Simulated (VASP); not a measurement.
Wanted: the native input for a VASP 6.6.1 run.

- Task: single point
- Functional: LDA
- Potentials or basis: VASP PAW LDA potentials, release 64 (W_sv)
- Cutoff: 500 eV
- k mesh: 8 × 8 × 8
- Occupations: gaussian, width 0.1 eV
- Spin: no spin polarisation
- Dipole correction: no
- Further INCAR settings: ALGO = Normal; EDIFF = 1e-06; NBANDS = 13

The structure of W lies in POSCAR:

```
W
1.0
   -1.5973000000      1.5973000000      1.5973000000
    1.5973000000     -1.5973000000      1.5973000000
    1.5973000000      1.5973000000     -1.5973000000
W
1
Direct
    0.0000000000      0.0000000000      0.0000000000
```

One way to write it, as run:

INCAR

```
SYSTEM = W
  ALGO = Normal
  EDIFF = 1E-6
  ENCUT = 500
  GGA = CA
  GGA_COMPAT = .FALSE.
  ISIF = 2
  ISMEAR = 0
  LASPH = .TRUE.
  LCHARG = .FALSE.
  LREAL = .FALSE.
  LWAVE = .FALSE.
  NBANDS = 13
  NELM = 120
  PREC = Accurate
  SIGMA = 0.1
```

KPOINTS

```
k-points
0
G
  8 8 8
  0 0 0
```

Potentials or basis: VASP PAW LDA potentials, release 64 (W_sv).

The run is started by

```sh
$ cat potpaw_LDA.64/W_sv/POTCAR > POTCAR
$ mpirun -np 1 vasp_std > vasp.out
```

It gave:

```yaml
Pressure: -14.8 GPa
Band_gap_on_the_k_mesh: zero (band 7 reaches 15.86 eV, above the bottom of band 8 at 9.70 eV)
```

Caveat: spin-orbit coupling is left out, which moves the levels of the heavy elements.

Run time: 2.8 s on 1 thread of Intel(R) Xeon(R) 6975P-C (Granite Rapids) (shared host), peak memory 0.11 GiB.
